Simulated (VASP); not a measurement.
A run of VASP 6.6.1:

The input INCAR:

```
ALGO     = Normal         # electronic algorithm
EDIFF    = 1E-7           # SCF threshold, eV
ENCUT    = 520            # plane-wave cutoff, eV
GGA      = PE             # functional
ISIF     = 2              # what is computed and relaxed
ISMEAR   = 0              # smearing method
LASPH    = T              # aspherical terms in the spheres
LCHARG   = F              # write CHGCAR
LREAL    = F              # projectors in reciprocal space
LWAVE    = F              # write WAVECAR
NBANDS   = 31             # bands
NELM     = 100            # most SCF steps
PREC     = Accurate       # precision mode
SIGMA    = 0.02           # smearing width, eV
```

File KPOINTS:

```
k-points
0
Gamma
  6 6 8
```

POSCAR

```
HfO2
1.0
    5.0755841558      0.0000000000      0.0000000000
    0.0000000000      5.0755841558      0.0000000000
    0.0000000000      0.0000000000      3.1599768666
Hf O
2 4
Direct
    0.0000000000      0.0000000000      0.0000000000
    0.5000000000      0.5000000000      0.5000000000
    0.1948722724      0.8051277276      0.5000000000
    0.3051277276      0.3051277276      0.0000000000
    0.6948722724      0.6948722724      0.0000000000
    0.8051277276      0.1948722724      0.5000000000
```

Potentials or basis: VASP PAW PBE potentials, release 64 (Hf_pv, O).

Launch:

```bash
$ cat potpaw_PBE.64/Hf_pv/POTCAR potpaw_PBE.64/O/POTCAR > POTCAR
$ mpirun -np 1 vasp_std > vasp.out
```

Hardware: 1 thread of Intel(R) Xeon(R) Platinum 8488C (Sapphire Rapids) (shared host).

**Question.** How long does it take, and how much memory?

**Answer.** It took 88 s on 1 thread of Intel(R) Xeon(R) Platinum 8488C (Sapphire Rapids), on a shared host, peak memory 0.25 GiB. Counts: scf iterations 16, k points 50.
